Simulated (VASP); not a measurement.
Write the native input for VASP 6.6.1 that does the following.

```
Task                   : single point
Functional             : BLYP
Dispersion             : D3(BJ)
Potentials or basis    : VASP PAW PBE potentials, release 64 (In_d, P)
Cutoff                 : 520 eV
k mesh                 : 8 × 8 × 8
Occupations            : gaussian, width 0.05 eV
Spin                   : no spin polarisation
Dipole correction      : no
Further INCAR settings : ALGO = Normal; EDIFF = 1e-06; NBANDS = 16
```

The structure of InP lies in POSCAR:

```
InP
1.0
    0.0000000000      2.9540977049      2.9540977049
    2.9540977049      0.0000000000      2.9540977049
    2.9540977049      2.9540977049      0.0000000000
In P
1 1
Direct
    0.0000000000      0.0000000000      0.0000000000
    0.7500000000      0.7500000000      0.7500000000
```

The input as run:

INCAR

```
SYSTEM = InP
PREC = Accurate
ENCUT = 520
EDIFF = 1E-6
ISMEAR = 0
SIGMA = 0.05
LREAL = .False.
LASPH = .True.
NELM = 100
ALGO = Normal
ISIF = 2
LWAVE = .False.
LCHARG = .False.
GGA = B5
ALDAX = 1.0
AGGAX = 1.0
AGGAC = 1.0
ALDAC = 0.0
IVDW = 12
VDW_S6 = 1.0
VDW_S8 = 2.6996
VDW_A1 = 0.4298
VDW_A2 = 4.2359
NBANDS = 16
```

KPOINTS

```
Automatic mesh
0
Gamma
  8 8 8
  0 0 0
```

Potentials or basis: VASP PAW PBE potentials, release 64 (In_d, P).

Launch:

```console
$ cat potpaw_PBE.64/In_d/POTCAR potpaw_PBE.64/P/POTCAR > POTCAR
$ mpirun -np 1 vasp_std > vasp.out
```

Results of the run:

| Property | Result |
| --- | --- |
| Pressure | 0.0 GPa |
| Band gap on the k mesh | 0.49 eV |
| Dispersion energy per atom | -0.696 eV |

Caveat: the PAW data sets were made with another functional, which shifts forces and pressure a little; spin-orbit coupling is left out, which moves the levels of the heavy elements.

Run time: 35 s on 1 thread of Intel Xeon 8259CL, on a shared host, peak memory 0.19 GiB.
